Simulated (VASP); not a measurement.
# Te (P6_3/mmc) in VASP: a series of runs

Te is run at these levels: RPBE; tasks: single point.

Program: VASP 6.6.1. These are calculated values, not measurements. Logs are shortened: lines on timing, memory, paths and dates and some standing lists are left out, and cuts for length are marked.

## (1) The cell of the first run

Symmetry: P6_3/mmc, No. 194, hexagonal system. Conventional cell: a = 4.201 Å, b = 4.201 Å, c = 8.075 Å, α = 90.00°, β = 90.00°, γ = 120.00°. Te (site symmetry -3m) has 8 Te at 3.16 to 4.04 Å within 4.2 Å. Within 4.2 Å of Te (site symmetry -6m2) lie 6 Te at 3.16 Å.

## (2) Single point, RPBE (volume scaled by 0.92)

The input, INCAR:

```
SYSTEM = Te
PREC = Accurate
ENCUT = 520
EDIFF = 1E-7
ISMEAR = -1
SIGMA = 0.1
LREAL = .FALSE.
LASPH = .TRUE.
NELM = 100
ALGO = Normal
ISIF = 2
LWAVE = .FALSE.
LCHARG = .FALSE.
GGA = RP
NBANDS = 20
```

The input, KPOINTS:

```
regular mesh
0
G
  10 10 5
  0 0 0
```

The input, POSCAR:

```
Te
1.0
    4.2007218386      0.0000000000      0.0000000000
   -2.1003609193      3.6379318265      0.0000000000
    0.0000000000      0.0000000000      8.0753174822
Te
4
Direct
    1.0000000000      1.0000000000      0.0000000000
    1.0000000000      1.0000000000      0.5000000000
    0.3333333333      0.6666666667      0.2500000000
    0.6666666667      0.3333333333      0.7500000000
```

Potentials or basis: VASP PAW PBE potentials, release 64 (Te).

Started as:

```sh
cat potpaw_PBE.64/Te/POTCAR > POTCAR
mpirun -np 1 vasp_std > vasp.out
```

OUTCAR:

```text
SYSTEM = Te
   PREC = Accurate
   ENCUT = 520
   EDIFF = 1E-7
   ISMEAR = -1
   LREAL = .FALSE.
   LASPH = .TRUE.
   NELM = 100
   ISIF = 2
   GGA = RP

 ion  position               nearest neighbor table
   1  0.000  0.000  0.000-   3 3.16   4 3.16   4 3.16   3 3.16   4 3.16   3 3.16
   2  0.000  0.000  0.500-   3 3.16   4 3.16   4 3.16   3 3.16   4 3.16   3 3.16
   3  0.333  0.667  0.250-   1 3.16   2 3.16   1 3.16   2 3.16   1 3.16   2 3.16
   4  0.667  0.333  0.750-   1 3.16   2 3.16   1 3.16   2 3.16   1 3.16   2 3.16

  LATTYP: Found a hexagonal cell.
 ALAT       =     4.2007218386
 C/A-ratio  =     1.9223642489

  Lattice vectors:

 A1 = (   4.2007218386,   0.0000000000,   0.0000000000)
 A2 = (  -2.1003609193,   3.6379318265,   0.0000000000)
 A3 = (   0.0000000000,   0.0000000000,   8.0753174822)

Analysis of symmetry for initial positions (statically):
=====================================================================
 Subroutine PRICEL returns:
 Original cell was already a primitive cell.

 Routine SETGRP: Setting up the symmetry group for a
 hexagonal supercell.

 Subroutine GETGRP returns: Found 24 space group operations
 (whereof 12 operations were pure point group operations)
 out of a pool of 24 trial point group operations.

The static configuration has the point symmetry D_3d.
 The point group associated with its full space group is D_6h.

Analysis of symmetry for dynamics (positions and initial velocities):
=====================================================================
 Subroutine PRICEL returns:
 Original cell was already a primitive cell.

 Routine SETGRP: Setting up the symmetry group for a
 hexagonal supercell.

 Subroutine GETGRP returns: Found 24 space group operations
 (whereof 12 operations were pure point group operations)
 out of a pool of 24 trial point group operations.

The dynamic configuration has the point symmetry D_3d.
 The point group associated with its full space group is D_6h.

 Subroutine INISYM returns: Found 24 space group operations
 (whereof 12 operations are pure point group operations),
 and found     1 'primitive' translations

----------------------------------------------------------------------------------------

                                     Primitive cell

  volume of cell :     123.4065

  direct lattice vectors                    reciprocal lattice vectors
     4.200721839  0.000000000  0.000000000     0.238054325  0.137440728  0.000000000
    -2.100360919  3.637931827  0.000000000     0.000000000  0.274881457  0.000000000
     0.000000000  0.000000000  8.075317482     0.000000000  0.000000000  0.123834141

  length of vectors
     4.200721839  4.200721839  8.075317482     0.274881457  0.274881457  0.123834141

  position of ions in fractional coordinates (direct lattice)
     0.000000000  0.000000000  0.000000000
     0.000000000  0.000000000  0.500000000
     0.333333333  0.666666667  0.250000000
     0.666666667  0.333333333  0.750000000

  ion indices of the primitive-cell ions
   primitive index   ion index
                 1           1
                 2           2
                 3           3
                 4           4

----------------------------------------------------------------------------------------

 KPOINTS: regular mesh

Automatic generation of k-mesh.
 Grid dimensions read from file:
 generate k-points for:   10   10    5

 Generating k-lattice:

  Cartesian coordinates                     Fractional coordinates (reciprocal lattice)
     0.023805432  0.013744073  0.000000000     0.100000000 -0.000000000  0.000000000
     0.000000000  0.027488146  0.000000000     0.000000000  0.100000000  0.000000000
     0.000000000  0.000000000  0.024766828     0.000000000  0.000000000  0.200000000

  Length of vectors
     0.027488146  0.027488146  0.024766828

  Shift w.r.t. Gamma in fractional coordinates (k-lattice)
     0.000000000  0.000000000  0.000000000

 Subroutine IBZKPT returns following result:
 ===========================================

 Found     42 irreducible k-points:

 Following reciprocal coordinates:
            Coordinates               Weight
  0.000000  0.000000  0.000000      1.000000
  0.100000  0.000000  0.000000      6.000000
  0.200000  0.000000  0.000000      6.000000
  0.300000  0.000000  0.000000      6.000000
  0.400000  0.000000  0.000000      6.000000
  0.500000  0.000000  0.000000      3.000000
[... 16 lines left out ...]
  0.300000  0.100000  0.200000     24.000000
  0.400000  0.100000  0.200000     24.000000
 [... further k-points ...]
   k-points           NKPTS =     42   k-points in BZ     NKDIM =     42   number of bands    NBANDS=     20
   number of dos      NEDOS =    301   number of ions     NIONS =      4
   total plane-waves  NPLWV =  61440
   dimension x,y,z NGX =    32 NGY =   32 NGZ =   60
   dimension x,y,z NGXF=    64 NGYF=   64 NGZF=  120
   ions per type =               4
   NGX,Y,Z   is equivalent  to a cutoff of  12.66, 12.66, 12.35 a.u.
   NGXF,Y,Z  is equivalent  to a cutoff of  25.33, 25.33, 24.70 a.u.
 SYSTEM =  Te
   PREC   = accura    normal or accurate (medium, high low for compatibility)
   ISTART =      0    job   : 0-new  1-cont  2-samecut
   ICHARG =      2    charge: 1-file 2-atom 10-const
   ISPIN  =      1    spin polarized calculation?
   LNONCOLLINEAR =      F non collinear calculations
   LSORBIT =      F    spin-orbit coupling
   LASPH  =      T    aspherical Exc in radial PAW
   ENCUT  =  520.0 eV  38.22 Ry    6.18 a.u.   7.81  7.81 15.01*2*pi/ulx,y,z
   NELM   =    100;   NELMIN=  2; NELMDL= -5     # of ELM steps
   EDIFF  = 0.1E-06   stopping-criterion for ELM
   LREAL  =      F    real-space projection
   EDIFFG = 0.1E-05   stopping-criterion for IOM
   NSW    =      0    number of steps for IOM
   IBRION =     -1    ionic relax: 0-MD 1-quasi-New 2-CG
   NFREE  =      0    steps in history (QN), initial steepest desc. (CG)
   ISIF   =      2    stress and relaxation
   ISYM   =      2    0-nonsym 1-usesym 2-fastsym
   POTIM  = 0.5000    time-step for ionic-motion
   TEBEG  =    0.0;   TEEND  =   0.0 temperature during run
   PSTRESS=    0.0 pullay stress
   NELECT =      24.0000    total number of electrons
   NUPDOWN=      -1.0000    fix difference up-down
   EMIN   =  10.00;   EMAX   =-10.00  energy-range for DOS
   EFERMI =   0.00;   METHOD = LEGACY
   ISMEAR =    -1;   SIGMA  =   0.10  broadening in eV -4-tet -1-fermi 0-gaus
   EFERMI_NEDOS =   21; number of points for ismear=-14 and -15
   IALGO  =     38    algorithm
   IMIX   =      4    mixing-type and parameters
     AMIX     =   0.40;   BMIX     =  1.00
     AMIX_MAG =   1.60;   BMIX_MAG =  1.00
  volume/ion in A,a.u.               =      30.85       208.20
  Fermi-wavevector in a.u.,A,eV,Ry     =   0.948490  1.792385 12.240242  0.899632
  Thomas-Fermi vector in A             =   2.076683
   LORBIT       =      0    0 simple, 1 ext, 2 COOP (PROOUT), +10 PAW based schemes
   GGA     = RP    functional components
   LHFCALC =     F    Hartree Fock is set to
   AEXX    =    0.0000 exact exchange contribution
   IVDW    =     0    specifies the selected vdW correction
   LEPSILON=     F    determine dielectric tensor
   LRPA    =     F    only Hartree local field effects (RPA)
 non-spin polarized calculation
  energy-cutoff  :      520.00
  volume of cell :      123.41
 maximum number of plane-waves:      3342
 NGX is ok and might be reduce to    32
   NGX = 15   NGY = 15   NGZ = 31

 number of electron      24.0000001 magnetization

 Free energy of the ion-electron system (eV)
  ---------------------------------------------------
  ext. energy  EPLUGINS =         0.00000000
  ---------------------------------------------------
  free energy    TOTEN  =       -10.46242923 eV

  energy without entropy =      -10.37662454  energy(sigma->0) =      -10.41952688

 E-fermi :   7.3028     XC(G=0):  -9.4670

 val. band max:        7.2996441913   @ k =   0.2000   0.0000   0.4000
 cond. band min:       7.3288422567   @ k =   0.3000   0.1000   0.4000
 fundamental gap:      0.0291980654
 Fermi energy:         7.3028071511

 k-point     1 :       0.0000    0.0000    0.0000
  band No.  band energies     occupation
      1      -6.7307      2.00000
      2      -4.7895      2.00000
      3      -4.6735      2.00000
      4      -1.0358      2.00000
      5       3.2135      2.00000
      6       4.6135      2.00000
[... 12 lines left out ...]
     19      12.4886      0.00000
     20      12.9125      0.00000

 k-point     2 :       0.1000    0.0000    0.0000
  band No.  band energies     occupation
      1      -6.6397      2.00000
      2      -4.7267      2.00000
      3      -4.6065      2.00000
      4      -1.2120      2.00000
      5       3.2967      2.00000
      6       4.2723      2.00000
[... 12 lines left out ...]
     19      12.7718      0.00000
     20      13.1897      0.00000

 k-point     3 :       0.2000    0.0000    0.0000
  band No.  band energies     occupation
      1      -6.3712      2.00000
      2      -4.5549      2.00000
      3      -4.4185      2.00000
      4      -1.7003      2.00000
      5       3.1603      2.00000
      6       3.4289      2.00000
[... 12 lines left out ...]
     19      13.4304      0.00000
     20      13.5367      0.00000

 k-point     4 :       0.3000    0.0000    0.0000
  band No.  band energies     occupation
      1      -5.9428      2.00000
      2      -4.3376      2.00000
      3      -4.1542      2.00000
      4      -2.3724      2.00000
      5       2.1310      2.00000
      6       2.6391      2.00000
[... 429 lines left out ...]
 k-point    23 :       0.3000    0.1000    0.2000
  band No.  band energies     occupation
      1      -5.5486      2.00000
      2      -4.5984      2.00000
      3      -3.6233      2.00000
      4      -2.8369      2.00000
      5       1.7269      2.00000
      6       2.4322      2.00000
[... 12 lines left out ...]
     19      13.3440      0.00000
     20      14.4489      0.00000

 k-point    24 :       0.4000    0.1000    0.2000
  band No.  band energies     occupation
      1      -5.0301      2.00000
      2      -4.3990      2.00000
      3      -3.7179      2.00000
      4      -3.2898      2.00000
      5       1.4444      2.00000
      6       1.9008      2.00000
[... 12 lines left out ...]
     19      14.6042      0.00000
     20      15.0839      0.00000

 [... further k-points ...]
[... 5 lines left out ...]
  --------------------------------------------------------------------------------------
  -------------------------------------------------------------------------------------
  Total        2.7900246      2.7900246      4.3947247      0.0000000      0.0000000      0.0000000
  in kB       36.2226758     36.2226758     57.0563741      0.0000000      0.0000000      0.0000000
  external PRESSURE =      43.1672419 kB  Pullay stress =       0.0000000 kB

 VOLUME and BASIS-vectors are now :
 -----------------------------------------------------------------------------
  energy-cutoff  :      520.00
  volume of cell :      123.41
      direct lattice vectors                 reciprocal lattice vectors
     4.200721839  0.000000000  0.000000000     0.238054325  0.137440728  0.000000000
    -2.100360919  3.637931827  0.000000000     0.000000000  0.274881457  0.000000000
     0.000000000  0.000000000  8.075317482     0.000000000  0.000000000  0.123834141

 POSITION                                       TOTAL-FORCE (eV/Angst)
 -----------------------------------------------------------------------------------
      0.00000      0.00000      0.00000        -0.000000     -0.000000     -0.000000
      0.00000      0.00000      4.03766        -0.000000     -0.000000     -0.000000
     -0.00000      2.42529      2.01883         0.000000     -0.000000      0.000000
      2.10036      1.21264      6.05649        -0.000000      0.000000     -0.000000
 -----------------------------------------------------------------------------------
    total drift:                                0.000000     -0.000000      0.000000

  FREE ENERGIE OF THE ION-ELECTRON SYSTEM (eV)
  ---------------------------------------------------
  free  energy   TOTEN  =       -10.4624292308 eV

  energy  without entropy=      -10.3766245376  energy(sigma->0) =      -10.41952688
```

Wall time 36 s (1 thread of Intel Xeon 6975P-C (Granite Rapids), shared host); peak memory 0.27 GiB.

Results:

- Free energy: -10.4624 eV
- Pressure: 4.3 GPa
- Band gap on the k mesh: zero (band 12 reaches 7.79 eV, above the bottom of band 13 at 5.71 eV)

Stress tensor (GPa, compression positive):
```
3.62 0.00 0.00
0.00 3.62 0.00
0.00 0.00 5.71
```

Caveat: the PAW data sets were made with another functional, which shifts forces and pressure a little; spin-orbit coupling is left out, which moves the levels of the heavy elements.

## (3) Single point, RPBE (volume scaled by 0.96)

The input, INCAR:

```
SYSTEM = Te
PREC = Accurate ; ENCUT = 520
EDIFF = 1E-7 ; ISMEAR = -1
SIGMA = 0.1 ; LREAL = .FALSE.
LASPH = .TRUE. ; NELM = 100
ALGO = Normal ; ISIF = 2
LWAVE = .FALSE. ; LCHARG = .FALSE.
GGA = RP ; NBANDS = 20
```

KPOINTS is that of step 2.

The input, POSCAR:

```
Te
1.0
    4.2607402594      0.0000000000      0.0000000000
   -2.1303701297      3.6899093036      0.0000000000
    0.0000000000      0.0000000000      8.1906947486
Te
4
Direct
    1.0000000000      1.0000000000      0.0000000000
    1.0000000000      1.0000000000      0.5000000000
    0.3333333333      0.6666666667      0.2500000000
    0.6666666667      0.3333333333      0.7500000000
```

Potentials or basis: VASP PAW PBE potentials, release 64 (Te).

Started as:

```sh
cat potpaw_PBE.64/Te/POTCAR > POTCAR
mpirun -np 1 vasp_std > vasp.out
```

It took 44 s on 1 thread of Intel Xeon 6975P-C (Granite Rapids), shared host; peak memory 0.27 GiB.

It converged, with:

* Free energy: -10.5647 eV
* Pressure: 1.9 GPa
* Band gap on the k mesh: zero (band 12 reaches 7.17 eV, above the bottom of band 13 at 5.24 eV)

Stress tensor (GPa, compression positive):
```
1.50 0.00 0.00
0.00 1.50 0.00
0.00 0.00 2.65
```

Levels at points of the mesh, in eV from the Fermi level:
```tsv
k point	band 8	band 9	band 10	band 11	band 12	band 13	band 14	band 15	band 16	band 17
(0.00, 0.00, 0.00)	-1.37	-1.37	-1.36	-0.96	-0.96	-0.84	0.74	0.74	2.28	3.18
(0.50, 0.00, 0.00)	-2.24	-2.03	-1.86	-1.80	-1.73	-1.50	1.84	2.19	2.88	2.95
```

Caveat: the PAW data sets were made with another functional, which shifts forces and pressure a little; spin-orbit coupling is left out, which moves the levels of the heavy elements.

(Part 1 of 2 ends here.)
